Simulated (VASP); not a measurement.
# TaN (Fm-3m) in VASP: notebook, part 2 of 2

VASP 6.6.1. The steps go on from the part before.

## (3) Single point, PBEsol+D3(BJ)+U (volume scaled by 1.04)

Contents of INCAR:

```
SYSTEM = TaN
ALGO     = Normal         ! electronic algorithm
EDIFF    = 1E-6           ! SCF threshold, eV
ENCUT    = 520            ! plane-wave cutoff, eV
GGA      = PS             ! functional
ISIF     = 2              ! what is computed and relaxed
ISMEAR   = -1             ! smearing method
IVDW     = 12             ! dispersion correction
LASPH    = .TRUE.         ! aspherical terms in the spheres
LCHARG   = .TRUE.         ! write CHGCAR
LDAU     = .TRUE.         ! DFT+U
LDAUJ    = 0 0          
LDAUL    = 2 -1           ! shell
LDAUPRINT= 1            
LDAUTYPE = 2            
LDAUU    = 8 0            ! U, eV
LELF     = .TRUE.         ! ELF
LMAXMIX  = 4              ! l up to which the mixer works
LREAL    = .FALSE.        ! projectors in reciprocal space
LVHAR    = .TRUE.       
LWAVE    = .FALSE.        ! write WAVECAR
NBANDS   = 15             ! bands
NELM     = 150            ! most SCF steps
PREC     = Accurate       ! precision mode
SIGMA    = 0.01           ! smearing width, eV
```

Contents of KPOINTS:

```
k-points
0
G
  10 10 10
  0 0 0
```

Contents of POSCAR:

```
TaN
1.0
    0.0000000000      2.2404226923      2.2404226923
    2.2404226923      0.0000000000      2.2404226923
    2.2404226923      2.2404226923      0.0000000000
Ta N
1 1
Direct
    0.5000000000      0.5000000000      0.5000000000
    0.0000000000      0.0000000000      0.0000000000
```

Potentials or basis: VASP PAW PBE potentials, release 64 (Ta_pv, N).

Started as:

```bash
$ cat potpaw_PBE.64/Ta_pv/POTCAR potpaw_PBE.64/N/POTCAR > POTCAR
$ mpirun -np 1 vasp_std > vasp.out
```

OUTCAR:

```text
SYSTEM = TaN
   EDIFF = 1E-6
   ENCUT = 520
   GGA = PS
   ISIF = 2
   ISMEAR = -1
   IVDW = 12
   LASPH = .TRUE.
   LREAL = .FALSE.
   NELM = 150
   PREC = Accurate
 IVDW          = 12

 ion  position               nearest neighbor table
   1  0.500  0.500  0.500-   2 2.24   2 2.24   2 2.24   2 2.24   2 2.24   2 2.24
   2  0.000  0.000  0.000-   1 2.24   1 2.24   1 2.24   1 2.24   1 2.24   1 2.24

  LATTYP: Found a face centered cubic cell.
 ALAT       =     4.4808453846

  Lattice vectors:

 A1 = (   0.0000000000,   2.2404226923,   2.2404226923)
 A2 = (   2.2404226923,   0.0000000000,   2.2404226923)
 A3 = (   2.2404226923,   2.2404226923,   0.0000000000)

Analysis of symmetry for initial positions (statically):
=====================================================================
 Subroutine PRICEL returns:
 Original cell was already a primitive cell.

 Routine SETGRP: Setting up the symmetry group for a
 face centered cubic supercell.

 Subroutine GETGRP returns: Found 48 space group operations
 (whereof 48 operations were pure point group operations)
 out of a pool of 48 trial point group operations.

The static configuration has the point symmetry O_h .
[... 212 lines left out ...]
      7       5.6341      2.00000
      8       7.9549      2.00000
      9       7.9549      2.00000
     10       7.9549      2.00000
     11      10.0323      0.00000
     12      10.5949      0.00000
     13      10.5949      0.00000
     14      18.1337      0.00000
[... 401 lines left out ...]
      2     -28.0110      2.00000
      3     -27.9917      2.00000
      4      -7.4681      2.00000
      5       1.5796      2.00000
      6       3.7991      2.00000
      7       4.3607      2.00000
      8       5.9900      2.00000
      9      12.5037      0.00000
     10      12.7253      0.00000
     11      12.8520      0.00000
     12      13.0214      0.00000
     13      17.5918      0.00000
     14      18.7711      0.00000
     15      19.9426      0.00000

 [... further k-points ...]

------------------------ aborting loop because EDIFF is reached ----------------------------------------

 Edisp (eV)   -0.88074

 E8    (eV) :    -0.6116

  FORCE on cell =-STRESS in cart. coord.  units (eV):
  Direction    XX          YY          ZZ          XY          YZ          ZX
  --------------------------------------------------------------------------------------
  -------------------------------------------------------------------------------------
  Total      -0.69204    -0.69204    -0.69204     0.00000     0.00000     0.00000
  in kB     -49.29714   -49.29714   -49.29714     0.00000     0.00000     0.00000
  external pressure =      -49.30 kB  Pullay stress =        0.00 kB

 VOLUME and BASIS-vectors are now :
 -----------------------------------------------------------------------------
  energy-cutoff  :      520.00
  volume of cell :       22.49
      direct lattice vectors                 reciprocal lattice vectors
     0.000000000  2.240422692  2.240422692    -0.223172173  0.223172173  0.223172173
     2.240422692  0.000000000  2.240422692     0.223172173 -0.223172173  0.223172173
     2.240422692  2.240422692  0.000000000     0.223172173  0.223172173 -0.223172173

 POSITION                                       TOTAL-FORCE (eV/Angst)
 -----------------------------------------------------------------------------------
      2.24042      2.24042      2.24042         0.000000      0.000000     -0.000000
      0.00000      0.00000      0.00000        -0.000000     -0.000000      0.000000
 -----------------------------------------------------------------------------------
    total drift:                                0.000000     -0.000000     -0.000000

  FREE ENERGIE OF THE ION-ELECTRON SYSTEM (eV)
  ---------------------------------------------------
  free  energy   TOTEN  =       -17.0133890426 eV

  energy  without entropy=      -17.0128095507  energy(sigma->0) =      -17.01309930
```

OSZICAR:

```text
N       E                     dE             d eps       ncg     rms          rms(c)
DAV:   1     0.930488388021E+02    0.93049E+02   -0.88052E+03  1410   0.112E+03
DAV:   2    -0.168673178730E+02   -0.10992E+03   -0.10409E+03  1732   0.296E+02
DAV:   3    -0.198718775216E+02   -0.30046E+01   -0.29789E+01  1571   0.453E+01
DAV:   4    -0.198862147647E+02   -0.14337E-01   -0.14334E-01  1774   0.326E+00
DAV:   5    -0.198863078268E+02   -0.93062E-04   -0.93056E-04  1606   0.237E-01    0.212E+01
DAV:   6    -0.163044203255E+02    0.35819E+01   -0.68907E+00  1663   0.281E+01    0.831E+00
DAV:   7    -0.161921224117E+02    0.11230E+00   -0.56997E-01  1739   0.599E+00    0.520E+00
DAV:   8    -0.161387431219E+02    0.53379E-01   -0.27880E-01  1599   0.423E+00    0.107E+00
DAV:   9    -0.161327284703E+02    0.60147E-02   -0.31574E-02  1501   0.137E+00    0.322E-01
DAV:  10    -0.161326481410E+02    0.80329E-04   -0.24459E-03  1571   0.499E-01    0.652E-02
DAV:  11    -0.161326430327E+02    0.51083E-05   -0.11848E-04  1522   0.118E-01    0.164E-02
DAV:  12    -0.161326492850E+02   -0.62523E-05   -0.12772E-05  1732   0.342E-02    0.500E-03
DAV:  13    -0.161326490560E+02    0.22906E-06   -0.93376E-07   834   0.939E-03
   1 F= -.17013389E+02 E0= -.17013099E+02  d E =-.579492E-03
```

stdout:

```text
POSCAR found type information on POSCAR TaN
 POSCAR found :  2 types and       2 ions
 scaLAPACK will be used
 -----------------------------------------------------------------------------
|                                                                             |
|                                                                             |
|     You enforced a specific xc type in the INCAR file but a different       |
|     I HOPE YOU KNOW WHAT YOU ARE DOING!                                     |
|                                                                             |
 -----------------------------------------------------------------------------

 LDA part: xc-table for (Slater+PW92), standard interpolation
 POSCAR, INCAR and KPOINTS ok, starting setup
 FFT: planning ... GRIDC
 FFT: planning ... GRID_SOFT
 FFT: planning ... GRID
 WAVECAR not read
 entering main loop
```

Run time: 12 s. Hardware: 1 thread of Intel Xeon 6975P-C, shared host; peak memory 0.16 GiB.

What came out:

```yaml
Free_energy: -17.0134 eV
Pressure: -4.9 GPa
Band_gap_on_the_k_mesh: zero (band 8 reaches 11.63 eV, above the bottom of band 9 at 7.95 eV)
Dispersion_energy_per_atom: -0.440 eV
```

Eigenvalues of the final occupation matrices:
| site | spin | trace | eigenvalues |
| --- | --- | --- | --- |
| site 1 d | 1 | 1.06 | 0.17 0.17 0.24 0.24 0.24 |
| site 1 d | 2 | 1.06 | 0.17 0.17 0.24 0.24 0.24 |

Caveat: the PAW data sets were made with another functional, which shifts forces and pressure a little; spin-orbit coupling is left out, which moves the levels of the heavy elements; U without spin polarisation on a metal has little footing; pairwise dispersion overbinds metals, which lowers pressure and volume.
